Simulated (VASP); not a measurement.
# La3O2 (Pm-3m) in VASP: further runs, part 2 of 2

VASP 6.6.1.

## 5. Relaxation of cell and atoms, PBE

This run uses another cell than the first one, of 23.20 Å³/atom, 1.012 times its volume.

File INCAR:

```
PREC = Accurate ; ENCUT = 600
EDIFF = 1E-6 ; ISMEAR = 0
SIGMA = 0.1 ; LREAL = False
LASPH = True ; NELM = 100
ALGO = Normal ; ISIF = 3
LWAVE = False ; LCHARG = False
GGA = PE ; IBRION = 2
NSW = 90 ; EDIFFG = -0.04
```

File KPOINTS:

```
Automatic mesh
0
Gamma
  4 4 4
```

File POSCAR:

```
La3O2
1.0
    4.8766794300      0.0000000000      0.0000000000
    0.0000000000      4.8766794300      0.0000000000
    0.0000000000      0.0000000000      4.8766794300
La O
3 2
Direct
    0.0000000000      0.5000000000      0.5000000000
    0.5000000000      0.0000000000      0.5000000000
    0.5000000000      0.5000000000      0.0000000000
    0.5000000000      0.5000000000      0.5000000000
    0.0000000000      0.0000000000      0.0000000000
```

Potentials or basis: VASP PAW PBE potentials, release 64 (La, O).

Started as:

```
cat potpaw_PBE.64/La/POTCAR potpaw_PBE.64/O/POTCAR > POTCAR
mpirun -np 1 vasp_std > vasp.out
```

OUTCAR:

```text
PREC = Accurate
   ENCUT = 600
   EDIFF = 1E-6
   ISMEAR = 0
   LREAL = False
   LASPH = True
   NELM = 100
   ISIF = 3
   GGA = PE
   IBRION = 2
   NSW = 90
   EDIFFG = -0.04

 ion  position               nearest neighbor table
   1  0.000  0.500  0.500-   4 2.44   4 2.44   2 3.45   3 3.45   2 3.45   2 3.45   3 3.45   3 3.45
                             3 3.45   2 3.45
   2  0.500  0.000  0.500-   4 2.44   4 2.44   1 3.45   3 3.45   1 3.45   3 3.45   3 3.45   3 3.45
                             1 3.45   1 3.45
   3  0.500  0.500  0.000-   4 2.44   4 2.44   1 3.45   1 3.45   2 3.45   2 3.45   2 3.45   2 3.45
                             1 3.45   1 3.45
   4  0.500  0.500  0.500-   1 2.44   2 2.44   3 2.44   3 2.44   2 2.44   1 2.44
[... 540 lines left out ...]
  Total        0.1785098      0.1785098      0.1785098      0.0000000     -0.0000000      0.0000000
  in kB        2.5142745      2.5142745      2.5142745      0.0000000     -0.0000000      0.0000000
  external PRESSURE =       2.5142745 kB  Pullay stress =       0.0000000 kB

 VOLUME and BASIS-vectors are now :
 -----------------------------------------------------------------------------
  energy-cutoff  :      600.00
  volume of cell :      113.75
      direct lattice vectors                 reciprocal lattice vectors
     4.845292375 -0.000000000  0.000000000     0.206385894 -0.000000000  0.000000000
     0.000000000  4.845292375  0.000000000     0.000000000  0.206385894  0.000000000
    -0.000000000 -0.000000000  4.845292375    -0.000000000 -0.000000000  0.206385894

 POSITION                                       TOTAL-FORCE (eV/Angst)
 -----------------------------------------------------------------------------------
     -0.00000      2.42265      2.42265        -0.000000     -0.000000      0.000000
      2.42265     -0.00000      2.42265        -0.000000     -0.000000      0.000000
      2.42265      2.42265      0.00000         0.000000      0.000000      0.000000
      2.42265      2.42265      2.42265         0.000000      0.000000      0.000000
      0.00000      0.00000      0.00000         0.000000      0.000000      0.000000
 -----------------------------------------------------------------------------------
    total drift:                                0.000000      0.000000     -0.000000

  FREE ENERGIE OF THE ION-ELECTRON SYSTEM (eV)
  ---------------------------------------------------
  free  energy   TOTEN  =       -30.4507461214 eV

  energy  without entropy=      -30.4223107157  energy(sigma->0) =      -30.43652842

 reached required accuracy - stopping structural energy minimisation
```

CONTCAR:

```text
La3O2
   1.00000000000000
     4.8452923748816596   -0.0000000000000000    0.0000000000000000
     0.0000000000000000    4.8452923748816596    0.0000000000000000
    -0.0000000000000000   -0.0000000000000000    4.8452923748816596
  La              O
     3     2
Direct
     0.0000000000000000    0.5000000000000000    0.5000000000000000
     0.5000000000000000    0.0000000000000000    0.5000000000000000
     0.5000000000000000    0.5000000000000000    0.0000000000000000
     0.5000000000000000    0.5000000000000000    0.5000000000000000
     0.0000000000000000    0.0000000000000000    0.0000000000000000

  0.00000000E+00  0.00000000E+00  0.00000000E+00
  0.00000000E+00  0.00000000E+00  0.00000000E+00
  0.00000000E+00  0.00000000E+00  0.00000000E+00
  0.00000000E+00  0.00000000E+00  0.00000000E+00
  0.00000000E+00  0.00000000E+00  0.00000000E+00
```

It took 4.6 min on 1 thread of Intel Xeon 8259CL, shared host; peak memory 0.26 GiB.

Results:

| Quantity | Value |
| --- | --- |
| Free energy | -30.4507 eV |
| Relaxed volume | 22.75 Å³/atom |
| Relaxed cell | a = 4.845 Å, b = 4.845 Å, c = 4.845 Å, α = 90.00°, β = 90.00°, γ = 90.00° |
| Space group after relaxing (to 0.05 Å) | Pm-3m (No. 221) |
| Energy gained by relaxing | 0.9 meV/atom |
| Ionic steps | 2 |
| Pressure after relaxing | 0.3 GPa |

Step by step:
| step | energy change (eV) | largest force (eV/Å) | pressure (GPa) | volume (Å³) |
| --- | --- | --- | --- | --- |
| 1 | 0.0000 | 0.0000 | -0.92 | 115.98 |
| 2 | -0.0047 | 0.0000 | 0.25 | 113.75 |

Final structure:
```xyz
5
Lattice="4.8453 0.0000 0.0000 0.0000 4.8453 0.0000 0.0000 0.0000 4.8453" Properties=species:S:1:pos:R:3 pbc="T T T"
La    0.0000    2.4226    2.4226
La    2.4226    0.0000    2.4226
La    2.4226    2.4226    0.0000
O     2.4226    2.4226    2.4226
O     0.0000    0.0000    0.0000
```

Caveat: spin-orbit coupling is left out, which moves the levels of the heavy elements; an odd number of electrons without spin polarisation forces a metal; a magnetic or distorted state may lie lower.

## 6. Relaxation of cell and atoms, PBE

File INCAR:

```
SYSTEM = La3O2
PREC = Accurate
ENCUT = 600
EDIFF = 1E-6
ISMEAR = 0
SIGMA = 0.1
LREAL = .False.
LASPH = .True.
NELM = 60
ALGO = Normal
ISIF = 3
LWAVE = .False.
LCHARG = .False.
GGA = PE
IBRION = 2
NSW = 100
EDIFFG = -0.01
```

File KPOINTS:

```
Automatic mesh
0
Gamma
  8 8 8
  0 0 0
```

Changes to POSCAR since step 5:

```diff
@@ -2,5 +2,5 @@
 1.0
-    4.8766794300      0.0000000000      0.0000000000
-    0.0000000000      4.8766794300      0.0000000000
-    0.0000000000      0.0000000000      4.8766794300
+    4.8574135804      0.0000000000      0.0000000000
+    0.0000000000      4.8574135804      0.0000000000
+    0.0000000000      0.0000000000      4.8574135804
 La O
```

Potentials or basis: VASP PAW PBE potentials, release 64 (La, O).

Started as:

```
cat potpaw_PBE.64/La/POTCAR potpaw_PBE.64/O/POTCAR > POTCAR
mpirun -np 1 vasp_std > vasp.out
```

OUTCAR:

```text
SYSTEM = La3O2
   PREC = Accurate
   ENCUT = 600
   EDIFF = 1E-6
   ISMEAR = 0
   LREAL = .False.
   LASPH = .True.
   NELM = 60
   ISIF = 3
   GGA = PE
   IBRION = 2
   NSW = 100
   EDIFFG = -0.01

 ion  position               nearest neighbor table
   1  0.000  0.500  0.500-   4 2.43   4 2.43   2 3.43   3 3.43   2 3.43   2 3.43   3 3.43   3 3.43
                             3 3.43   2 3.43
   2  0.500  0.000  0.500-   4 2.43   4 2.43   1 3.43   3 3.43   1 3.43   3 3.43   3 3.43   3 3.43
                             1 3.43   1 3.43
   3  0.500  0.500  0.000-   4 2.43   4 2.43   1 3.43   1 3.43   2 3.43   2 3.43   2 3.43   2 3.43
                             1 3.43   1 3.43
   4  0.500  0.500  0.500-   1 2.43   2 2.43   3 2.43   3 2.43   2 2.43   1 2.43
   5  0.000  0.000  0.000-

  LATTYP: Found a simple cubic cell.
 ALAT       =     4.8574135804

  Lattice vectors:

 A1 = (   4.8574135804,   0.0000000000,   0.0000000000)
 A2 = (   0.0000000000,   4.8574135804,   0.0000000000)
 A3 = (   0.0000000000,   0.0000000000,   4.8574135804)

Analysis of symmetry for initial positions (statically):
=====================================================================
 Subroutine PRICEL returns:
 Original cell was already a primitive cell.

 Routine SETGRP: Setting up the symmetry group for a
 simple cubic supercell.

 Subroutine GETGRP returns: Found 48 space group operations
 (whereof 48 operations were pure point group operations)
 out of a pool of 48 trial point group operations.

The static configuration has the point symmetry O_h .

Analysis of symmetry for dynamics (positions and initial velocities):
=====================================================================
 Subroutine PRICEL returns:
 Original cell was already a primitive cell.

 Routine SETGRP: Setting up the symmetry group for a
 simple cubic supercell.

 Subroutine GETGRP returns: Found 48 space group operations
 (whereof 48 operations were pure point group operations)
 out of a pool of 48 trial point group operations.

[... 124 lines left out ...]
   IMIX   =      4    mixing-type and parameters
     AMIX     =   0.40;   BMIX     =  1.00
     AMIX_MAG =   1.60;   BMIX_MAG =  1.00
  volume/ion in A,a.u.               =      22.92       154.68
  Fermi-wavevector in a.u.,A,eV,Ry     =   1.198783  2.265371 19.552671  1.437081
  Thomas-Fermi vector in A             =   2.334663
   LORBIT       =      0    0 simple, 1 ext, 2 COOP (PROOUT), +10 PAW based schemes
   GGA     = PE    functional components
   LHFCALC =     F    Hartree Fock is set to
   AEXX    =    0.0000 exact exchange contribution
   IVDW    =     0    specifies the selected vdW correction
   LEPSILON=     F    determine dielectric tensor
   LRPA    =     F    only Hartree local field effects (RPA)
 conjugate gradient relaxation of ions
 non-spin polarized calculation
 Gauss-broadening in eV      SIGMA  =   0.10
  energy-cutoff  :      600.00
  volume of cell :      114.61
 maximum number of plane-waves:      3887
 NGX is ok and might be reduce to    40
   NGX = 19   NGY = 19   NGZ = 19

 number of electron      44.9999992 magnetization

 Free energy of the ion-electron system (eV)
  ---------------------------------------------------
  ext. energy  EPLUGINS =         0.00000000
  ---------------------------------------------------
  free energy    TOTEN  =       -30.29085997 eV

  energy without entropy =      -30.25308588  energy(sigma->0) =      -30.27197293

 E-fermi :   8.6046     XC(G=0): -10.0782

 val. band max:        8.5943124495   @ k =   0.5000   0.0000   0.0000
 cond. band min:       8.6231077095   @ k =   0.2500   0.2500   0.2500
 fundamental gap:      0.0287952600
 Fermi energy:         8.6045659856

 k-point     1 :       0.0000    0.0000    0.0000
  band No.  band energies     occupation
      1     -24.7163      2.00000
      2     -24.1300      2.00000
      3     -24.1300      2.00000
      4     -11.5539      2.00000
      5      -9.3674      2.00000
      6      -9.3674      2.00000
[... 709 lines left out ...]
     26       9.6121      0.00000
     27       9.9281      0.00000

 [... further k-points ...]
[... 5 lines left out ...]
  --------------------------------------------------------------------------------------
  -------------------------------------------------------------------------------------
  Total       -0.0040507     -0.0040507     -0.0040507     -0.0000000     -0.0000000      0.0000000
  in kB       -0.0566275     -0.0566275     -0.0566275     -0.0000000     -0.0000000      0.0000000
  external PRESSURE =      -0.0566275 kB  Pullay stress =       0.0000000 kB

 VOLUME and BASIS-vectors are now :
 -----------------------------------------------------------------------------
  energy-cutoff  :      600.00
  volume of cell :      114.61
      direct lattice vectors                 reciprocal lattice vectors
     4.857413580  0.000000000  0.000000000     0.205870878  0.000000000  0.000000000
     0.000000000  4.857413580  0.000000000     0.000000000  0.205870878  0.000000000
     0.000000000  0.000000000  4.857413580     0.000000000  0.000000000  0.205870878

 POSITION                                       TOTAL-FORCE (eV/Angst)
 -----------------------------------------------------------------------------------
      0.00000      2.42871      2.42871         0.000000      0.000000      0.000000
      2.42871      0.00000      2.42871         0.000000      0.000000      0.000000
      2.42871      2.42871      0.00000         0.000000      0.000000      0.000000
      2.42871      2.42871      2.42871         0.000000      0.000000      0.000000
      0.00000      0.00000      0.00000         0.000000      0.000000      0.000000
 -----------------------------------------------------------------------------------
    total drift:                                0.000000      0.000000     -0.000000

  FREE ENERGIE OF THE ION-ELECTRON SYSTEM (eV)
  ---------------------------------------------------
  free  energy   TOTEN  =       -30.2908599707 eV

  energy  without entropy=      -30.2530858814  energy(sigma->0) =      -30.27197293

 reached required accuracy - stopping structural energy minimisation
```

OSZICAR:

```text
N       E                     dE             d eps       ncg     rms          rms(c)
DAV:   1     0.589724956962E+03    0.58972E+03   -0.17703E+04  1906   0.270E+03
DAV:   2     0.135711411780E+03   -0.45401E+03   -0.44626E+03  2722   0.446E+02
DAV:   3    -0.401841086154E+01   -0.13973E+03   -0.13794E+03  3474   0.249E+02
DAV:   4    -0.309650255804E+02   -0.26947E+02   -0.26435E+02  3700   0.119E+02
DAV:   5    -0.334832323994E+02   -0.25182E+01   -0.24125E+01  3716   0.374E+01    0.113E+01
DAV:   6    -0.307040391265E+02    0.27792E+01   -0.35205E+01  2972   0.311E+01    0.828E+00
DAV:   7    -0.304990713837E+02    0.20497E+00   -0.12455E+01  3628   0.208E+01    0.425E+00
DAV:   8    -0.302992227820E+02    0.19985E+00   -0.15486E+00  3404   0.710E+00    0.212E+00
DAV:   9    -0.303198557681E+02   -0.20633E-01   -0.70134E-01  3204   0.401E+00    0.157E+00
DAV:  10    -0.302957733507E+02    0.24082E-01   -0.49857E-01  3372   0.261E+00    0.625E-01
DAV:  11    -0.302905652847E+02    0.52081E-02   -0.71176E-02  3185   0.124E+00    0.982E-02
DAV:  12    -0.302908626081E+02   -0.29732E-03   -0.56312E-03  3276   0.579E-01    0.523E-02
DAV:  13    -0.302908530515E+02    0.95566E-05   -0.53540E-04  3457   0.174E-01    0.101E-02
DAV:  14    -0.302908647747E+02   -0.11723E-04   -0.81228E-05  3532   0.546E-02    0.193E-02
DAV:  15    -0.302908598021E+02    0.49727E-05   -0.57170E-05  2948   0.323E-02    0.374E-03
DAV:  16    -0.302908599707E+02   -0.16862E-06   -0.39914E-06  1993   0.150E-02
   1 F= -.30290860E+02 E0= -.30271973E+02  d E =-.302909E+02
```

Run time: 6.4 min. Hardware: 1 thread of Intel Xeon 8259CL, shared host; peak memory 0.33 GiB.

What came out:

```yaml
Free_energy: -30.2909 eV
Pressure_after_relaxing: 0.0 GPa
```

Final structure:
```cif
data_structure
_symmetry_space_group_name_H-M 'P 1'
_symmetry_Int_Tables_number 1
_cell_length_a 4.8574
_cell_length_b 4.8574
_cell_length_c 4.8574
_cell_angle_alpha 90.000
_cell_angle_beta 90.000
_cell_angle_gamma 90.000
_cell_volume 114.61
loop_
_atom_site_label
_atom_site_type_symbol
_atom_site_fract_x
_atom_site_fract_y
_atom_site_fract_z
_atom_site_occupancy
La1 La 0.00000 0.50000 0.50000 1
La2 La 0.50000 0.00000 0.50000 1
La3 La 0.50000 0.50000 0.00000 1
O1 O 0.50000 0.50000 0.50000 1
O2 O 0.00000 0.00000 0.00000 1
```

Caveat: the relaxation stopped at its first step, so nothing moved; spin-orbit coupling is left out, which moves the levels of the heavy elements; an odd number of electrons without spin polarisation forces a metal; a magnetic or distorted state may lie lower.

## 7. Summary

| task | cell | k mesh | cutoff (eV) | gap on the mesh (eV) | pressure (GPa) |
| --- | --- | --- | --- | --- | --- |
| single point | a = 4.857 Å, 5 atoms | 4 × 4 × 4 | 520 | none | -0.2 |
| single point | a = 4.877 Å, 5 atoms | 4 × 4 × 4 | 520 | none | -0.9 |
| single point | a = 4.861 Å, 5 atoms | 8 × 8 × 8 | 520 | none | -0.1 |
| relaxation of cell and atoms | relaxed from a = 4.877 Å, 5 atoms | 4 × 4 × 4 | 600 | none | 0.3 |
| relaxation of cell and atoms | relaxed from a = 4.857 Å, 5 atoms | 8 × 8 × 8 | 600 | none | 0.0 |

Alike in all rows: level PBE; potentials or basis VASP PAW PBE potentials, release 64 (La, O); no spin polarisation; smearing gaussian 0.1 eV.

Caveats: spin-orbit coupling is left out, which moves the levels of the heavy elements; an odd number of electrons without spin polarisation forces a metal; a magnetic or distorted state may lie lower; the relaxation stopped at its first step, so nothing moved (some runs).

Absolute energies hang on the potentials; compare differences alone.
